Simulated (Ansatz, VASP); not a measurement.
# HfN in VASP and in Ansatz

File INCAR:

```
ALGO = Normal
EDIFF = 1E-8
ENCUT = 520
GGA = PE
ISIF = 2
ISMEAR = -1
LASPH = T
LCHARG = F
LEFG = T
LREAL = F
LWAVE = F
NBANDS = 14
NELM = 60
PREC = Accurate
SIGMA = 0.03
```

Contents of KPOINTS:

```
k-points
0
Gamma
  10 10 10
```

POSCAR

```
HfN
1.0
    0.0000000000      2.2815900000      2.2590000000
    2.2815900000      0.0000000000      2.2590000000
    2.2815900000      2.2815900000      0.0000000000
Hf N
1 1
Direct
    0.0000000000      0.0000000000      0.0000000000
    0.5000000000      0.5000000000      0.5000000000
```

Input for Ansatz:

```yaml
crystal:
  lattice:
    - [0.0, 2.28159, 2.259]
    - [2.28159, 0.0, 2.259]
    - [2.28159, 2.28159, 0.0]
  atoms:
    - { symbol: Hf, position: [0.0, 0.0, 0.0] }
    - { symbol: "N", position: [0.5, 0.5, 0.5] }
kpoints:
  mp_grid: { grid: [10, 10, 10] }
scf:
  occupations: { method: fermi_dirac, width: 0.03 }
hamiltonian:
  xc: pbe
  pseudopotentials: { kind: paw }
output:
  forces: true
  stress: true
  eigenvalues: true
  efg: { contact_densities: true }
  write_density: true
  write_potential: true
  elf: true
  volumetric_format: npy
```

Change from the starting cell: equal xx and yy strain of +1 %, PAW files.

Alike in both runs: task electric field gradients; functional PBE; k mesh 10 × 10 × 10; occupations fermi-dirac, width 0.03 eV; no spin polarisation.

|  | VASP | Ansatz |
| --- | --- | --- |
| version | VASP 6.6.1 | Ansatz 0.2.0 |
| potentials or method | VASP PAW PBE potentials, release 64 (Hf_pv, N) | PAW with Ansatz's default frozen-core files, scalar-relativistic |
| plane-wave cutoff (eV) | 520 | 420 |
| valence electrons in the cell | 15 | 31 |

|  | VASP | Ansatz | Ansatz less VASP |
| --- | --- | --- | --- |
| pressure (GPa) | -2.3 | 0.0 | +2.32 |
| traceless stress, the component that is largest in VASP (GPa) | 2.58 | 2.66 | +0.078 |
| size of Vzz on the site where it differs most (V/Å²) | 37.1 | 43.5 | +6.44 |

VASP's potentials hold 15 valence electrons a cell and Ansatz's 31, so a difference there can come from the potentials and not from the codes.

Neither program's run includes spin-orbit coupling.
